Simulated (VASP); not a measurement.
A run of VASP 6.6.1 is set up as follows.

INCAR

```
PREC = Accurate
ENCUT = 520
EDIFF = 1E-7
ISMEAR = 0
SIGMA = 0.15
LREAL = False
LASPH = True
NELM = 80
ALGO = Fast
ISIF = 2
LWAVE = False
LCHARG = True
GGA = PE
LELF = True
LVHAR = True
NBANDS = 12
```

File KPOINTS:

```
Automatic mesh
0
Gamma
  24 24 24
```

Contents of POSCAR:

```
V
1.0
    0.0000000000      1.8950000000      1.8950000000
    1.8950000000      0.0000000000      1.8950000000
    1.8950000000      1.8950000000      0.0000000000
V
1
Direct
    0.0000000000      0.0000000000      0.0000000000
```

Potentials or basis: VASP PAW PBE potentials, release 64 (V_sv).

Launch:

```bash
$ cat potpaw_PBE.64/V_sv/POTCAR > POTCAR
$ mpirun -np 1 vasp_std > vasp.out
```

(1) What does it give for the pressure?

## Answers

(1) 4.1 GPa.
